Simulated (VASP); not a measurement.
Write the native input for VASP 6.6.1 that does the following.

| Item | Value |
| --- | --- |
| Task | single point |
| Functional | PBEsol |
| Potentials or basis | VASP PAW PBE potentials, release 64 (Ge_d) |
| Cutoff | 520 eV |
| k mesh | 14 × 14 × 14 |
| Occupations | fermi-dirac, width 0.15 eV |
| Spin | no spin polarisation |
| Dipole correction | no |
| Further INCAR settings | ALGO = Normal; EDIFF = 1e-07; NBANDS = 21 |

The structure of Ge lies in POSCAR:

```
Ge
1.0
   -2.5616175500      2.5616175500      1.3974130000
    2.5616175500     -2.5616175500      1.3974130000
    2.5616175500      2.5616175500     -1.3974130000
Ge
2
Direct
    0.2500000000      0.7500000000      0.5000000000
    0.5000000000      0.5000000000      0.0000000000
```

One way to write it, as run:

INCAR

```
SYSTEM = Ge
PREC     = Accurate       ! precision mode
ENCUT    = 520            ! plane-wave cutoff, eV
EDIFF    = 1E-7           ! SCF threshold, eV
ISMEAR   = -1             ! smearing method
SIGMA    = 0.15           ! smearing width, eV
LREAL    = .False.        ! projectors in reciprocal space
LASPH    = .True.         ! aspherical terms in the spheres
NELM     = 80             ! most SCF steps
ALGO     = Normal         ! electronic algorithm
ISIF     = 2              ! what is computed and relaxed
LWAVE    = .False.        ! write WAVECAR
LCHARG   = .True.         ! write CHGCAR
GGA      = PS             ! functional
LELF     = .True.         ! ELF
LVHAR    = .True.       
NBANDS   = 21             ! bands
```

KPOINTS

```
regular mesh
0
Gamma
  14 14 14
  0 0 0
```

Potentials or basis: VASP PAW PBE potentials, release 64 (Ge_d).

Run with:

```bash
$ cat potpaw_PBE.64/Ge_d/POTCAR > POTCAR
$ mpirun -np 1 vasp_std > vasp.out
```

Results of the run:

| Item | Value |
| --- | --- |
| Pressure | 0.2 GPa |
| Band gap on the k mesh | zero (bands 14 and 15 overlap by 5.06 eV) |

Caveat: the PAW data sets were made with another functional, which shifts forces and pressure a little.

It took 80 s on 1 thread of Intel(R) Xeon(R) 6975P-C (Granite Rapids), with other jobs on the host, peak memory 0.27 GiB.
